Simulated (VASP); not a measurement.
The system is Rh.

```
Rh
1.0
     0.00000    1.85401    1.85401
     1.85401    0.00000    1.85401
     1.85401    1.85401    0.00000
Rh
1
Direct
  0.00000 0.00000 0.00000
```

This cell differs from its parent crystal: strain -0.025 along x and y, -0.025 along z.

Base run:

| Quantity | Value |
| --- | --- |
| Program | VASP 6.6.1 |
| Functional | r2SCAN |
| Potentials or basis | VASP PAW PBE potentials, release 64 (Rh_pv) |
| Cutoff | 520 eV |
| k mesh | 22 × 22 × 22 |
| Occupations | gaussian, width 0.15 eV |
| Spin | no spin polarisation |

Its results: pressure 26.8 GPa.

Question: The run is repeated on the same cell with these changes: potentials or basis from VASP PAW PBE potentials, release 64 (Rh_pv) to VASP PAW PBE potentials, release 64 (Rh_sv_GW); cutoff from 520 eV to 580 eV; valence electrons from 15 to 17. What comes out?

Answer: Pressure 23.4 GPa.

Caveats: the PAW data sets were made with another functional, which shifts forces and pressure a little.
